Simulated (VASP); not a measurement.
# TaF3 in VASP: notebook, part 3 of 3

VASP 6.6.1.

### Step 6. Single point, PBEsol (strain -0.030 along x and y, +0.015 along z)

INCAR

```
PREC = Accurate ; ENCUT = 520
EDIFF = 1E-6 ; ISMEAR = 0
SIGMA = 0.15 ; LREAL = F
LASPH = T ; NELM = 60
ALGO = Normal ; ISIF = 2
LWAVE = F ; LCHARG = T
GGA = PS ; LELF = T
LVHAR = T ; NBANDS = 24
```

KPOINTS

```
regular mesh
0
Gamma
  12 12 12
```

POSCAR

```
TaF3
1.0
    3.7841640000      0.0000000000      0.0000000000
    0.0000000000      3.7841640000      0.0000000000
    0.0000000000      0.0000000000      3.9597180000
Ta F
1 3
Direct
    0.0000000000      0.0000000000      0.0000000000
    0.5000000000      0.0000000000      0.0000000000
    0.0000000000      0.5000000000      0.0000000000
    0.0000000000      0.0000000000      0.5000000000
```

Potentials or basis: VASP PAW PBE potentials, release 64 (Ta_pv, F).

Started as:

```
> cat potpaw_PBE.64/Ta_pv/POTCAR potpaw_PBE.64/F/POTCAR > POTCAR
> mpirun -np 1 vasp_std > vasp.out
```

OUTCAR:

```text
PREC = Accurate
   ENCUT = 520
   EDIFF = 1E-6
   ISMEAR = 0
   LREAL = F
   LASPH = T
   NELM = 60
   ISIF = 2
   GGA = PS

 ion  position               nearest neighbor table
   1  0.000  0.000  0.000-   2 1.89   3 1.89   3 1.89   2 1.89   4 1.98   4 1.98
   2  0.500  0.000  0.000-   1 1.89   1 1.89
   3  0.000  0.500  0.000-   1 1.89   1 1.89
   4  0.000  0.000  0.500-   1 1.98   1 1.98

  LATTYP: Found a simple tetragonal cell.
 ALAT       =     3.7841640000
 C/A-ratio  =     1.0463917526

  Lattice vectors:

 A1 = (   3.7841640000,   0.0000000000,   0.0000000000)
 A2 = (   0.0000000000,   3.7841640000,   0.0000000000)
 A3 = (   0.0000000000,   0.0000000000,   3.9597180000)

Analysis of symmetry for initial positions (statically):
=====================================================================
 Subroutine PRICEL returns:
 Original cell was already a primitive cell.

 Routine SETGRP: Setting up the symmetry group for a
 simple tetragonal supercell.

 Subroutine GETGRP returns: Found 16 space group operations
 (whereof 16 operations were pure point group operations)
 out of a pool of 16 trial point group operations.

The static configuration has the point symmetry D_4h.

Analysis of symmetry for dynamics (positions and initial velocities):
=====================================================================
 Subroutine PRICEL returns:
 Original cell was already a primitive cell.

 Routine SETGRP: Setting up the symmetry group for a
 simple tetragonal supercell.

 Subroutine GETGRP returns: Found 16 space group operations
 (whereof 16 operations were pure point group operations)
 out of a pool of 16 trial point group operations.

The dynamic configuration has the point symmetry D_4h.

 Subroutine INISYM returns: Found 16 space group operations
 (whereof 16 operations are pure point group operations),
 and found     1 'primitive' translations

----------------------------------------------------------------------------------------

                                     Primitive cell

  volume of cell :      56.7028

  direct lattice vectors                    reciprocal lattice vectors
     3.784164000  0.000000000  0.000000000     0.264259160  0.000000000  0.000000000
     0.000000000  3.784164000  0.000000000     0.000000000  0.264259160  0.000000000
     0.000000000  0.000000000  3.959718000     0.000000000  0.000000000  0.252543237

  length of vectors
     3.784164000  3.784164000  3.959718000     0.264259160  0.264259160  0.252543237

  position of ions in fractional coordinates (direct lattice)
     0.000000000  0.000000000  0.000000000
     0.500000000  0.000000000  0.000000000
     0.000000000  0.500000000  0.000000000
     0.000000000  0.000000000  0.500000000

  ion indices of the primitive-cell ions
   primitive index   ion index
                 1           1
                 2           2
                 3           3
                 4           4

----------------------------------------------------------------------------------------

 KPOINTS: regular mesh

Automatic generation of k-mesh.
 Grid dimensions read from file:
 generate k-points for:   12   12   12

 Generating k-lattice:

  Cartesian coordinates                     Fractional coordinates (reciprocal lattice)
     0.022021597  0.000000000  0.000000000     0.083333333  0.000000000  0.000000000
     0.000000000  0.022021597  0.000000000     0.000000000  0.083333333  0.000000000
     0.000000000  0.000000000  0.021045270     0.000000000  0.000000000  0.083333333

  Length of vectors
     0.022021597  0.022021597  0.021045270

  Shift w.r.t. Gamma in fractional coordinates (k-lattice)
     0.000000000  0.000000000  0.000000000

 Subroutine IBZKPT returns following result:
 ===========================================

 Found    196 irreducible k-points:

 Following reciprocal coordinates:
            Coordinates               Weight
  0.000000  0.000000  0.000000      1.000000
  0.083333  0.000000  0.000000      4.000000
  0.166667  0.000000  0.000000      4.000000
  0.250000  0.000000  0.000000      4.000000
  0.333333  0.000000  0.000000      4.000000
  0.416667  0.000000  0.000000      4.000000
[... 16 lines left out ...]
  0.333333  0.333333  0.000000      4.000000
  0.416667  0.333333  0.000000      8.000000
 [... further k-points ...]
   k-points           NKPTS =    196   k-points in BZ     NKDIM =    196   number of bands    NBANDS=     24
   number of dos      NEDOS =    301   number of ions     NIONS =      4
   total plane-waves  NPLWV =  23520
   dimension x,y,z NGX =    28 NGY =   28 NGZ =   30
   dimension x,y,z NGXF=    56 NGYF=   56 NGZF=   60
   ions per type =               1   3
   NGX,Y,Z   is equivalent  to a cutoff of  12.30, 12.30, 12.60 a.u.
   NGXF,Y,Z  is equivalent  to a cutoff of  24.60, 24.60, 25.19 a.u.
 SYSTEM =  unknown system
   PREC   = accura    normal or accurate (medium, high low for compatibility)
   ISTART =      0    job   : 0-new  1-cont  2-samecut
   ICHARG =      2    charge: 1-file 2-atom 10-const
   ISPIN  =      1    spin polarized calculation?
   LNONCOLLINEAR =      F non collinear calculations
   LSORBIT =      F    spin-orbit coupling
   LASPH  =      T    aspherical Exc in radial PAW
   ENCUT  =  520.0 eV  38.22 Ry    6.18 a.u.   7.04  7.04  7.36*2*pi/ulx,y,z
   NELM   =     60;   NELMIN=  2; NELMDL= -5     # of ELM steps
   EDIFF  = 0.1E-05   stopping-criterion for ELM
   LREAL  =      F    real-space projection
   EDIFFG = 0.1E-04   stopping-criterion for IOM
   NSW    =      0    number of steps for IOM
   IBRION =     -1    ionic relax: 0-MD 1-quasi-New 2-CG
   NFREE  =      0    steps in history (QN), initial steepest desc. (CG)
   ISIF   =      2    stress and relaxation
   ISYM   =      2    0-nonsym 1-usesym 2-fastsym
   POTIM  = 0.5000    time-step for ionic-motion
   TEBEG  =    0.0;   TEEND  =   0.0 temperature during run
   PSTRESS=    0.0 pullay stress
   NELECT =      32.0000    total number of electrons
   NUPDOWN=      -1.0000    fix difference up-down
   EMIN   =  10.00;   EMAX   =-10.00  energy-range for DOS
   EFERMI =   0.00;   METHOD = LEGACY
   ISMEAR =     0;   SIGMA  =   0.15  broadening in eV -4-tet -1-fermi 0-gaus
   EFERMI_NEDOS =   21; number of points for ismear=-14 and -15
   IALGO  =     38    algorithm
   IMIX   =      4    mixing-type and parameters
     AMIX     =   0.40;   BMIX     =  1.00
     AMIX_MAG =   1.60;   BMIX_MAG =  1.00
  volume/ion in A,a.u.               =      14.18        95.66
  Fermi-wavevector in a.u.,A,eV,Ry     =   1.352872  2.556558 24.902242  1.830263
  Thomas-Fermi vector in A             =   2.480175
   LORBIT       =      0    0 simple, 1 ext, 2 COOP (PROOUT), +10 PAW based schemes
   GGA     = PS    functional components
   LHFCALC =     F    Hartree Fock is set to
   AEXX    =    0.0000 exact exchange contribution
   IVDW    =     0    specifies the selected vdW correction
   LEPSILON=     F    determine dielectric tensor
   LRPA    =     F    only Hartree local field effects (RPA)
 non-spin polarized calculation
 Gauss-broadening in eV      SIGMA  =   0.15
  energy-cutoff  :      520.00
  volume of cell :       56.70
 maximum number of plane-waves:      1548
   NGX = 15   NGY = 15   NGZ = 15

 number of electron      31.9999970 magnetization

 Free energy of the ion-electron system (eV)
  ---------------------------------------------------
  ext. energy  EPLUGINS =         0.00000000
  ---------------------------------------------------
  free energy    TOTEN  =       -26.84780481 eV

  energy without entropy =      -26.82247569  energy(sigma->0) =      -26.83514025

 E-fermi :   5.2498     XC(G=0):  -9.4709

 val. band max:        5.2484245241   @ k =   0.4167   0.0833   0.3333
 cond. band min:       5.2505104264   @ k =   0.3333   0.2500   0.1667
 fundamental gap:      0.0020859023
 Fermi energy:         5.2498079361

 k-point     1 :       0.0000    0.0000    0.0000
  band No.  band energies     occupation
      1     -31.8971      2.00000
      2     -31.8971      2.00000
      3     -31.6516      2.00000
      4     -24.3030      2.00000
      5     -24.0528      2.00000
      6     -23.1794      2.00000
[... 16 lines left out ...]
     23      13.9279      0.00000
     24      14.2939      0.00000
[... 598 lines left out ...]
      2     -32.3204      2.00000
      3     -31.6352      2.00000
      4     -23.1958      2.00000
      5     -22.8651      2.00000
      6     -22.5435      2.00000
[... 16 lines left out ...]
     23      13.1467      0.00000
     24      14.4104      0.00000

 [... further k-points ...]
[... 5 lines left out ...]
  --------------------------------------------------------------------------------------
  -------------------------------------------------------------------------------------
  Total       13.9732562     13.9732562      6.1302944      0.0000000      0.0000000      0.0000000
  in kB      394.8244578    394.8244578    173.2159012      0.0000000      0.0000000      0.0000000
  external PRESSURE =     320.9549389 kB  Pullay stress =       0.0000000 kB

 VOLUME and BASIS-vectors are now :
 -----------------------------------------------------------------------------
  energy-cutoff  :      520.00
  volume of cell :       56.70
      direct lattice vectors                 reciprocal lattice vectors
     3.784164000  0.000000000  0.000000000     0.264259160  0.000000000  0.000000000
     0.000000000  3.784164000  0.000000000     0.000000000  0.264259160  0.000000000
     0.000000000  0.000000000  3.959718000     0.000000000  0.000000000  0.252543237

 POSITION                                       TOTAL-FORCE (eV/Angst)
 -----------------------------------------------------------------------------------
      0.00000      0.00000      0.00000         0.000000      0.000000      0.000000
      1.89208      0.00000      0.00000         0.000000      0.000000      0.000000
      0.00000      1.89208      0.00000         0.000000      0.000000      0.000000
      0.00000      0.00000      1.97986         0.000000      0.000000      0.000000
 -----------------------------------------------------------------------------------
    total drift:                               -0.000000      0.000000     -0.000000

  FREE ENERGIE OF THE ION-ELECTRON SYSTEM (eV)
  ---------------------------------------------------
  free  energy   TOTEN  =       -26.8478048053 eV

  energy  without entropy=      -26.8224756948  energy(sigma->0) =      -26.83514025
```

stdout:

```text
POSCAR found type information on POSCAR TaF
 POSCAR found :  2 types and       4 ions
 scaLAPACK will be used
 -----------------------------------------------------------------------------
|                                                                             |
|                                                                             |
|     You enforced a specific xc type in the INCAR file but a different       |
|     I HOPE YOU KNOW WHAT YOU ARE DOING!                                     |
|                                                                             |
 -----------------------------------------------------------------------------

 LDA part: xc-table for (Slater+PW92), standard interpolation
 POSCAR, INCAR and KPOINTS ok, starting setup
 FFT: planning ... GRIDC
 FFT: planning ... GRID_SOFT
 FFT: planning ... GRID
 WAVECAR not read
 entering main loop
```

Run time: 3 min. Hardware: 1 thread of Intel Xeon Platinum 8259CL at 2.50GHz (Skylake/Cascade Lake), shared host; peak memory 0.33 GiB.

What came out:

- Free energy: -26.8478 eV
- Pressure: 32.1 GPa
- Band gap on the k mesh: zero (bands 16 and 17 overlap by 3.26 eV)

Caveat: the cell differs from its parent crystal (strain -0.030 along x and y, +0.015 along z); the cell stands under pressure; the PAW data sets were made with another functional, which shifts forces and pressure a little; spin-orbit coupling is left out, which moves the levels of the heavy elements.

### Step 7. The runs side by side

```tsv
cell	gap on the mesh (eV)	pressure (GPa)
a = 3.960 Å, 4 atoms	none	12.5
a = 3.784, b = 3.784, c = 3.843 Å, 4 atoms	none	39.1
a = 3.784, b = 3.784, c = 3.901 Å, 4 atoms	none	35.4
a = 3.843, b = 3.843, c = 3.784 Å, 4 atoms	none	35.0
a = 3.784, b = 3.784, c = 3.960 Å, 4 atoms	none	32.1
```

Alike in all rows: task single point; level PBEsol; potentials or basis VASP PAW PBE potentials, release 64 (Ta_pv, F); no spin polarisation; k mesh 12 × 12 × 12; cutoff (eV) 520; smearing gaussian 0.15 eV.

Caveats: the cell stands under pressure; the PAW data sets were made with another functional, which shifts forces and pressure a little; spin-orbit coupling is left out, which moves the levels of the heavy elements.

Total energies depend on the potentials used, so only differences within one code and one set of settings carry meaning.
